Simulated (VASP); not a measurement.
# As2CO3 (Pmmm) in VASP: a series of runs

Runs on As2CO3. Level: PBE. Tasks: single point.

Everything below comes from runs of VASP 6.6.1. Logs are shortened: lines on timing, memory, paths and dates and some standing lists are left out, and cuts for length are marked.

## 1. The cell of the first run

It takes space group Pmmm (No. 47, orthorhombic). Conventional cell: a = 3.914 Å, b = 5.292 Å, c = 5.411 Å, α = 90.00°, β = 90.00°, γ = 90.00°. As (site symmetry mmm) has 2 O at 1.68 Å and 2 C at 1.96 Å within 2.2 Å. As (site symmetry mmm) has 6 O at 2.65 to 3.19 Å and 2 As at 2.71 Å and 4 C at 3.34 Å within 3.5 Å. Within 2.6 Å of C (site symmetry mmm) lie 2 As at 1.96 Å and 4 O at 2.58 Å. Within 2.2 Å of O (site symmetry m2m) lie 1 As at 1.68 Å and 1 O at 1.93 Å. Within 3.5 Å of O (site symmetry mmm) lie 2 As at 2.65 Å and 4 O at 2.87 Å.

The cell was generated, and may not be a known phase.

## 2. Single point, PBE

INCAR

```
SYSTEM = As2CO3
PREC = Accurate ; ENCUT = 520
EDIFF = 1E-7 ; ISMEAR = 0
SIGMA = 0.1 ; LREAL = .False.
LASPH = .True. ; NELM = 80
ALGO = Normal ; ISIF = 2
LWAVE = .False. ; LCHARG = .False.
GGA = PE ; NBANDS = 25
```

KPOINTS

```
Automatic mesh
0
Gamma
  4 4 4
  0 0 0
```

POSCAR

```
As2CO3
1.0
    5.4113607691      0.0000000000      0.0000000000
    0.0000000000      5.2922324058      0.0000000000
    0.0000000000      0.0000000000      3.9141831471
As C O
2 1 3
Direct
    0.5000000000      0.0000000000      0.0000000000
    0.0000000000      0.0000000000      0.0000000000
    0.5000000000      0.0000000000      0.5000000000
    0.5000000000      0.6819477639      0.0000000000
    0.5000000000      0.3180522361      0.0000000000
    0.0000000000      0.5000000000      0.0000000000
```

Potentials or basis: VASP PAW PBE potentials, release 64 (As, C, O).

Command:

```console
cat potpaw_PBE.64/As/POTCAR potpaw_PBE.64/C/POTCAR potpaw_PBE.64/O/POTCAR > POTCAR
mpirun -np 1 vasp_std > vasp.out
```

OUTCAR:

```text
SYSTEM = As2CO3
   PREC = Accurate
   ENCUT = 520
   EDIFF = 1E-7
   ISMEAR = 0
   LREAL = .False.
   LASPH = .True.
   NELM = 80
   ISIF = 2
   GGA = PE

 ion  position               nearest neighbor table
   1  0.500  0.000  0.000-   4 1.68   5 1.68   3 1.96   3 1.96   2 2.71   2 2.71
   2  0.000  0.000  0.000-   1 2.71   1 2.71
   3  0.500  0.000  0.500-   1 1.96   1 1.96
   4  0.500  0.682  0.000-   1 1.68   5 1.93
   5  0.500  0.318  0.000-   1 1.68   4 1.93
   6  0.000  0.500  0.000-

  LATTYP: Found a simple orthorhombic cell.
 ALAT       =     3.9141831471
 B/A-ratio  =     1.3520656052
 C/A-ratio  =     1.3825006561

  Lattice vectors:

 A1 = (   0.0000000000,   0.0000000000,  -3.9141831471)
 A2 = (   0.0000000000,   5.2922324058,   0.0000000000)
 A3 = (   5.4113607691,   0.0000000000,   0.0000000000)

Analysis of symmetry for initial positions (statically):
=====================================================================
 Subroutine PRICEL returns:
 Original cell was already a primitive cell.

 Routine SETGRP: Setting up the symmetry group for a
 simple orthorhombic supercell.

 Subroutine GETGRP returns: Found  8 space group operations
 (whereof  8 operations were pure point group operations)
 out of a pool of  8 trial point group operations.

The static configuration has the point symmetry D_2h.

Analysis of symmetry for dynamics (positions and initial velocities):
=====================================================================
 Subroutine PRICEL returns:
 Original cell was already a primitive cell.

 Routine SETGRP: Setting up the symmetry group for a
 simple orthorhombic supercell.

 Subroutine GETGRP returns: Found  8 space group operations
 (whereof  8 operations were pure point group operations)
 out of a pool of  8 trial point group operations.

The dynamic configuration has the point symmetry D_2h.

 Subroutine INISYM returns: Found  8 space group operations
 (whereof  8 operations are pure point group operations),
 and found     1 'primitive' translations

----------------------------------------------------------------------------------------

                                     Primitive cell

  volume of cell :     112.0951

  direct lattice vectors                    reciprocal lattice vectors
     5.411360769  0.000000000  0.000000000     0.184796402  0.000000000  0.000000000
     0.000000000  5.292232406  0.000000000     0.000000000  0.188956176  0.000000000
     0.000000000  0.000000000  3.914183147     0.000000000  0.000000000  0.255481147

  length of vectors
     5.411360769  5.292232406  3.914183147     0.184796402  0.188956176  0.255481147

  position of ions in fractional coordinates (direct lattice)
     0.500000000  0.000000000  0.000000000
     0.000000000  0.000000000  0.000000000
     0.500000000  0.000000000  0.500000000
     0.500000000  0.681947764  0.000000000
     0.500000000  0.318052236  0.000000000
     0.000000000  0.500000000  0.000000000

  ion indices of the primitive-cell ions
   primitive index   ion index
                 1           1
                 2           2
                 3           3
                 4           4
                 5           5
                 6           6

----------------------------------------------------------------------------------------

 KPOINTS: Automatic mesh

Automatic generation of k-mesh.
 Grid dimensions read from file:
 generate k-points for:    4    4    4

 Generating k-lattice:

  Cartesian coordinates                     Fractional coordinates (reciprocal lattice)
     0.046199100  0.000000000  0.000000000     0.250000000  0.000000000  0.000000000
     0.000000000  0.047239044  0.000000000     0.000000000  0.250000000  0.000000000
     0.000000000  0.000000000  0.063870287     0.000000000  0.000000000  0.250000000

  Length of vectors
     0.046199100  0.047239044  0.063870287

  Shift w.r.t. Gamma in fractional coordinates (k-lattice)
     0.000000000  0.000000000  0.000000000

 Subroutine IBZKPT returns following result:
 ===========================================

 Found     27 irreducible k-points:

 Following reciprocal coordinates:
            Coordinates               Weight
  0.000000  0.000000  0.000000      1.000000
  0.250000  0.000000  0.000000      2.000000
  0.500000  0.000000  0.000000      1.000000
  0.000000  0.250000  0.000000      2.000000
  0.250000  0.250000  0.000000      4.000000
  0.500000  0.250000  0.000000      2.000000
[... 16 lines left out ...]
  0.250000  0.250000  0.500000      4.000000
  0.500000  0.250000  0.500000      2.000000
 [... further k-points ...]
   k-points           NKPTS =     27   k-points in BZ     NKDIM =     27   number of bands    NBANDS=     25
   number of dos      NEDOS =    301   number of ions     NIONS =      6
   total plane-waves  NPLWV =  48000
   dimension x,y,z NGX =    40 NGY =   40 NGZ =   30
   dimension x,y,z NGXF=    80 NGYF=   80 NGZF=   60
   ions per type =               2   1   3
   NGX,Y,Z   is equivalent  to a cutoff of  12.29, 12.57, 12.74 a.u.
   NGXF,Y,Z  is equivalent  to a cutoff of  24.58, 25.13, 25.48 a.u.
 SYSTEM =  As2CO3
   PREC   = accura    normal or accurate (medium, high low for compatibility)
   ISTART =      0    job   : 0-new  1-cont  2-samecut
   ICHARG =      2    charge: 1-file 2-atom 10-const
   ISPIN  =      1    spin polarized calculation?
   LNONCOLLINEAR =      F non collinear calculations
   LSORBIT =      F    spin-orbit coupling
   LASPH  =      T    aspherical Exc in radial PAW
   ENCUT  =  520.0 eV  38.22 Ry    6.18 a.u.  10.06  9.84  7.28*2*pi/ulx,y,z
   NELM   =     80;   NELMIN=  2; NELMDL= -5     # of ELM steps
   EDIFF  = 0.1E-06   stopping-criterion for ELM
   LREAL  =      F    real-space projection
   EDIFFG = 0.1E-05   stopping-criterion for IOM
   NSW    =      0    number of steps for IOM
   IBRION =     -1    ionic relax: 0-MD 1-quasi-New 2-CG
   NFREE  =      0    steps in history (QN), initial steepest desc. (CG)
   ISIF   =      2    stress and relaxation
   ISYM   =      2    0-nonsym 1-usesym 2-fastsym
   POTIM  = 0.5000    time-step for ionic-motion
   TEBEG  =    0.0;   TEEND  =   0.0 temperature during run
   PSTRESS=    0.0 pullay stress
   NELECT =      32.0000    total number of electrons
   NUPDOWN=      -1.0000    fix difference up-down
   EMIN   =  10.00;   EMAX   =-10.00  energy-range for DOS
   EFERMI =   0.00;   METHOD = LEGACY
   ISMEAR =     0;   SIGMA  =   0.10  broadening in eV -4-tet -1-fermi 0-gaus
   EFERMI_NEDOS =   21; number of points for ismear=-14 and -15
   IALGO  =     38    algorithm
   IMIX   =      4    mixing-type and parameters
     AMIX     =   0.40;   BMIX     =  1.00
     AMIX_MAG =   1.60;   BMIX_MAG =  1.00
  volume/ion in A,a.u.               =      18.68       126.08
  Fermi-wavevector in a.u.,A,eV,Ry     =   1.077943  2.037018 15.809454  1.161962
  Thomas-Fermi vector in A             =   2.213869
   LORBIT       =      0    0 simple, 1 ext, 2 COOP (PROOUT), +10 PAW based schemes
   GGA     = PE    functional components
   LHFCALC =     F    Hartree Fock is set to
   AEXX    =    0.0000 exact exchange contribution
   IVDW    =     0    specifies the selected vdW correction
   LEPSILON=     F    determine dielectric tensor
   LRPA    =     F    only Hartree local field effects (RPA)
 non-spin polarized calculation
 Gauss-broadening in eV      SIGMA  =   0.10
  energy-cutoff  :      520.00
  volume of cell :      112.10
 maximum number of plane-waves:      3040
   NGX = 21   NGY = 19   NGZ = 15

 number of electron      31.9999998 magnetization

 Free energy of the ion-electron system (eV)
  ---------------------------------------------------
  ext. energy  EPLUGINS =         0.00000000
  ---------------------------------------------------
  free energy    TOTEN  =       -23.89451215 eV

  energy without entropy =      -23.85009573  energy(sigma->0) =      -23.87230394

 E-fermi :  -0.0729     XC(G=0):  -8.3676

 val. band max:       -0.0766258768   @ k =   0.2500   0.2500   0.5000
 cond. band min:      -0.0706103063   @ k =   0.2500   0.2500   0.2500
 fundamental gap:      0.0060155705
 Fermi energy:        -0.0728932474

 k-point     1 :       0.0000    0.0000    0.0000
  band No.  band energies     occupation
      1     -19.4615      2.00000
      2     -17.7410      2.00000
      3     -15.4034      2.00000
      4     -12.4591      2.00000
      5      -9.5371      2.00000
      6      -6.6099      2.00000
[... 17 lines left out ...]
     24       8.6069      0.00000
     25       9.2717      0.00000

 k-point     2 :       0.2500    0.0000    0.0000
  band No.  band energies     occupation
      1     -19.4521      2.00000
      2     -17.7400      2.00000
      3     -15.4193      2.00000
      4     -12.3617      2.00000
      5     -10.0250      2.00000
      6      -6.5936      2.00000
[... 17 lines left out ...]
     24       9.4666      0.00000
     25       9.4907      0.00000

 k-point     3 :       0.5000    0.0000    0.0000
  band No.  band energies     occupation
      1     -19.4426      2.00000
      2     -17.7390      2.00000
      3     -15.4355      2.00000
      4     -12.2369      2.00000
      5     -10.4466      2.00000
      6      -6.5770      2.00000
[... 552 lines left out ...]
 k-point    23 :       0.2500    0.2500    0.5000
  band No.  band energies     occupation
      1     -19.1351      2.00000
      2     -18.0230      2.00000
      3     -15.3710      2.00000
      4     -11.1986      2.00000
      5     -10.7436      2.00000
      6      -9.3877      2.00000
[... 17 lines left out ...]
     24       8.2711      0.00000
     25       8.9974      0.00000

 k-point    24 :       0.5000    0.2500    0.5000
  band No.  band energies     occupation
      1     -19.1270      2.00000
      2     -18.0199      2.00000
      3     -15.3839      2.00000
      4     -11.1864      2.00000
      5     -10.2241      2.00000
      6     -10.2214      2.00000
[... 17 lines left out ...]
     24       7.9798      0.00000
     25       8.3891      0.00000

 [... further k-points ...]

------------------------ aborting loop because EDIFF is reached ----------------------------------------

  FORCE on cell =-STRESS in cart. coord.  units (eV):
  Direction    XX          YY          ZZ          XY          YZ          ZX
  --------------------------------------------------------------------------------------
  -------------------------------------------------------------------------------------
  Total        0.1387265      1.4541221      0.2360910      0.0000000      0.0000000      0.0000000
  in kB        1.9828210     20.7837988      3.3744537      0.0000000      0.0000000      0.0000000
  external PRESSURE =       8.7136912 kB  Pullay stress =       0.0000000 kB

 VOLUME and BASIS-vectors are now :
 -----------------------------------------------------------------------------
  energy-cutoff  :      520.00
  volume of cell :      112.10
      direct lattice vectors                 reciprocal lattice vectors
     5.411360769  0.000000000  0.000000000     0.184796402  0.000000000  0.000000000
     0.000000000  5.292232406  0.000000000     0.000000000  0.188956176  0.000000000
     0.000000000  0.000000000  3.914183147     0.000000000  0.000000000  0.255481147

 POSITION                                       TOTAL-FORCE (eV/Angst)
 -----------------------------------------------------------------------------------
      2.70568      0.00000      0.00000         0.000000      0.000000      0.000000
      0.00000      0.00000      0.00000         0.000000      0.000000      0.000000
      2.70568      0.00000      1.95709         0.000000      0.000000      0.000000
      2.70568      3.60903      0.00000         0.000000     -0.531459     -0.000000
      2.70568      1.68321      0.00000         0.000000      0.531459      0.000000
      0.00000      2.64612      0.00000         0.000000      0.000000      0.000000
 -----------------------------------------------------------------------------------
    total drift:                                0.000000      0.000000     -0.000000

  FREE ENERGIE OF THE ION-ELECTRON SYSTEM (eV)
  ---------------------------------------------------
  free  energy   TOTEN  =       -23.8945121501 eV

  energy  without entropy=      -23.8500957287  energy(sigma->0) =      -23.87230394
```

Run time: 2.1 min. Hardware: 1 thread of Oxide Virtual Turin-like, shared host; peak memory 0.21 GiB.

Results:

| Property | Result |
| --- | --- |
| Free energy | -23.8945 eV |
| Pressure | 0.9 GPa |
| Largest force | 0.531 eV/Å |
| Band gap on the k mesh | zero (bands 16 and 17 overlap by 0.35 eV) |

Forces on the atoms (eV/Å):
```
As   0.000  0.000  0.000
As   0.000  0.000  0.000
C    0.000  0.000  0.000
O    0.000 -0.531  0.000
O    0.000  0.531  0.000
O    0.000  0.000  0.000
```

Caveat: the k points lie up to 0.40 Å⁻¹ apart.

## 3. Single point, PBE

This run uses another cell than the first one, of 19.27 Å³/atom.

INCAR

```
SYSTEM = As2CO3
  PREC = Accurate
  ENCUT = 520
  EDIFF = 1E-7
  ISMEAR = 0
  SIGMA = 0.1
  LREAL = .False.
  LASPH = .True.
  NELM = 100
  ALGO = Fast
  ISIF = 2
  LWAVE = .False.
  LCHARG = .True.
  GGA = PE
  LELF = .True.
  LVHAR = .True.
  NBANDS = 25
```

KPOINTS

```
regular mesh
0
Gamma
  10 8 8
  0 0 0
```

POSCAR

```
As2CO3
1.0
    3.8647126653      0.0000000000      0.0000000000
    0.0000000000      5.1073336632      0.0000000000
    0.0000000000      0.0000000000      5.8563420829
As C O
2 1 3
Direct
    0.0000000000      0.0000000000      0.5000000000
    0.0000000000      0.0000000000      0.0000000000
    0.5000000000      0.0000000000      0.5000000000
    0.0000000000      0.3283469531      0.5000000000
    0.0000000000      0.6716530469      0.5000000000
    0.0000000000      0.5000000000      0.0000000000
```

Potentials or basis: VASP PAW PBE potentials, release 64 (As, C, O).

Command:

```console
cat potpaw_PBE.64/As/POTCAR potpaw_PBE.64/C/POTCAR potpaw_PBE.64/O/POTCAR > POTCAR
mpirun -np 1 vasp_std > vasp.out
```

Wall time 12 min (1 thread of Oxide Virtual Turin-like, shared host); peak memory 0.47 GiB.

It converged, with:

| Quantity | Value |
| --- | --- |
| Free energy | -23.9324 eV |
| Pressure | 0.7 GPa |
| Largest force | 0.569 eV/Å |
| Band gap on the k mesh | zero (bands 16 and 17 overlap by 0.40 eV) |

Forces on the atoms (eV/Å):
```
As   0.000  0.000  0.000
As   0.000  0.000  0.000
C    0.000  0.000  0.000
O    0.000  0.569  0.000
O    0.000 -0.569  0.000
O    0.000  0.000  0.000
```

Stress tensor (GPa, compression positive):
```
 0.36  0.00  0.00
 0.00  1.97  0.00
 0.00  0.00 -0.07
```

Levels at points of the mesh, in eV from the Fermi level:
```tsv
k point	band 14	band 15	band 16	band 17	band 18	band 19
(0.00, 0.00, 0.00)	-1.32	-0.39	-0.26	0.69	1.03	1.32
(0.50, 0.00, 0.00)	-1.23	-0.89	-0.80	-0.17	0.16	1.73
(0.00, 0.50, 0.00)	-0.20	-0.15	-0.10	-0.02	0.87	1.17
(0.50, 0.50, 0.00)	-0.59	-0.53	-0.06	0.23	1.06	1.10
(0.00, 0.00, 0.50)	-1.12	-0.75	-0.43	-0.01	0.68	1.43
(0.50, 0.00, 0.50)	-1.08	-0.92	-0.41	0.47	0.81	1.73
(0.00, 0.50, 0.50)	-0.52	-0.16	-0.01	0.05	0.19	0.87
(0.50, 0.50, 0.50)	-0.59	-0.37	-0.33	0.55	1.07	1.10
```
